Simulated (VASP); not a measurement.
Input of a VASP 6.6.1 run:

The input INCAR:

```
SYSTEM = Si
PREC = Accurate ; ENCUT = 500
EDIFF = 1E-6 ; ISMEAR = 0
SIGMA = 0.01 ; LREAL = .False.
LASPH = .True. ; NELM = 120
ALGO = Normal ; ISIF = 2
LWAVE = .False. ; LCHARG = .False.
GGA = CA ; NBANDS = 11
GGA_COMPAT = .False.
```

File KPOINTS:

```
Automatic mesh
0
Gamma
  7 7 7
  0 0 0
```

POSCAR

```
Si
1.0
    0.0000000000      2.7218510000      2.7218510000
    2.7218510000      0.0000000000      2.7218510000
    2.7218510000      2.7218510000      0.0000000000
Si
2
Direct
    0.2500000000      0.2500000000      0.2500000000
    0.0000000000      0.0000000000      0.0000000000
```

Potentials or basis: VASP PAW LDA potentials, release 64 (Si).

Command:

```bash
$ cat potpaw_LDA.64/Si/POTCAR > POTCAR
$ mpirun -np 1 vasp_std > vasp.out
```

**Question.** Estimate the band gap on the k mesh.

**Answer.** 0.48 eV, indirect (least direct gap 2.52 eV).

**Question.** Predict the pressure.

**Answer.** -2.1 GPa.

A k mesh can miss the band edges. A hybrid or GW would open this gap; LDA tends to underestimate it.
